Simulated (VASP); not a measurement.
## TiAl: single point with r2SCAN

TiAl:

```
CELL_PARAMETERS angstrom
2.82851 0.00000 0.00000
-1.41426 2.44956 0.00000
0.00000 0.00000 4.61486
ATOMIC_POSITIONS crystal
Ti 0.00000 0.00000 0.00000
Al 0.33333 0.66667 0.50000
```

```yaml
Program: VASP 6.6.1
Task: single point
Functional: r2SCAN
Potentials_or_basis: VASP PAW PBE potentials, release 64 (Ti_sv, Al)
Cutoff: 520 eV
k_mesh: 12 × 12 × 6
Occupations: fermi-dirac, width 0.15 eV
Spin: no spin polarisation
```

```json
{
  "Pressure": "4.1 GPa"
}
```

Stress tensor (GPa, compression positive):
```
4.79 0.00 0.00
0.00 4.79 0.00
0.00 0.00 2.73
```

Levels at points of the mesh, in eV from the Fermi level:
```csv
k point,band 5,band 6,band 7,band 8,band 9,band 10,band 11,band 12
"(0.00, 0.00, 0.00)",-9.70,-2.51,-2.15,1.46,1.46,3.18,3.18,4.40
"(0.50, 0.00, 0.00)",-4.07,-3.04,-1.68,-1.10,2.44,4.36,4.39,4.47
"(0.00, 0.00, 0.50)",-8.73,-5.76,-0.49,1.48,1.48,3.10,3.10,7.21
"(0.50, 0.00, 0.50)",-3.97,-2.64,-2.02,0.45,1.06,2.22,3.38,4.39
```

Run time: 2.4 min on 1 thread of Intel(R) Xeon(R) Platinum 8124M CPU @ 3.00GHz (Skylake/Cascade Lake), on a shared host, peak memory 0.19 GiB.

Caveat: the PAW data sets were made with another functional, which shifts forces and pressure a little.
